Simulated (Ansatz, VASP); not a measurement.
# SnO2 in VASP and in Ansatz

INCAR

```
PREC = Accurate
ENCUT = 520
EDIFF = 1E-6
ISMEAR = -1
SIGMA = 0.02
LREAL = False
LASPH = True
NELM = 80
ALGO = Normal
ISIF = 2
LWAVE = False
LCHARG = False
GGA = PE
NBANDS = 20
```

The input KPOINTS:

```
regular mesh
0
Gamma
  8 8 8
```

The input POSCAR:

```
SnO2
1.0
    0.0000000000      2.5334669704      2.6246717813
    2.5334669704      0.0000000000      2.6246717813
    2.5334669704      2.5334669704      0.0000000000
Sn O
1 2
Direct
    0.0000000000      0.0000000000      0.0000000000
    0.2500000000      0.2500000000      0.2500000000
    0.7500000000      0.7500000000      0.7500000000
```

Input for Ansatz:

```yaml
crystal:
  lattice:
    - [0.0, 2.5334669704, 2.6246717813]
    - [2.5334669704, 0.0, 2.6246717813]
    - [2.5334669704, 2.5334669704, 0.0]
  atoms:
    - { symbol: Sn, position: [0.0, 0.0, 0.0] }
    - { symbol: O, position: [0.25, 0.25, 0.25] }
    - { symbol: O, position: [0.75, 0.75, 0.75] }
kpoints:
  mp_grid: { grid: [8, 8, 8] }
  band_path:
    path:
      - [0.0, 0.0, 0.0]
      - [0.5, 0.0, 0.5]
      - [0.625, 0.25, 0.625]
      - [0.375, 0.375, 0.75]
      - [0.5, 0.5, 0.5]
      - [0.5, 0.25, 0.75]
      - [0.25, -0.25, -0.5]
    npoints: 1
hamiltonian:
  xc: pbe
scf:
  occupations: { method: fermi_dirac, width: 0.02 }
  n_extra_bands: 4
output:
  forces: true
  stress: true
  eigenvalues: true
  write_density: true
  write_potential: true
  elf: true
  volumetric_format: npy
```

Change from the starting cell: uniaxial_z strain +3.6%.

Alike in both runs: task single point; functional PBE; k mesh 8 × 8 × 8; occupations fermi-dirac, width 0.02 eV; no spin polarisation.

|  | VASP | Ansatz |
| --- | --- | --- |
| version | VASP 6.6.1 | Ansatz 0.2.0 |
| potentials or method | VASP PAW PBE potentials, release 64 (Sn_d, O) | plane waves, PAW |
| plane-wave cutoff (eV) | 520 | 420 |
| valence electrons in the cell | 26 | 26 |

```csv
,VASP,Ansatz,Ansatz less VASP
pressure (GPa),2.6,2.1,-0.59
"traceless stress, the component that is largest in VASP (GPa)",-10.10,-10.11,-0.005
```
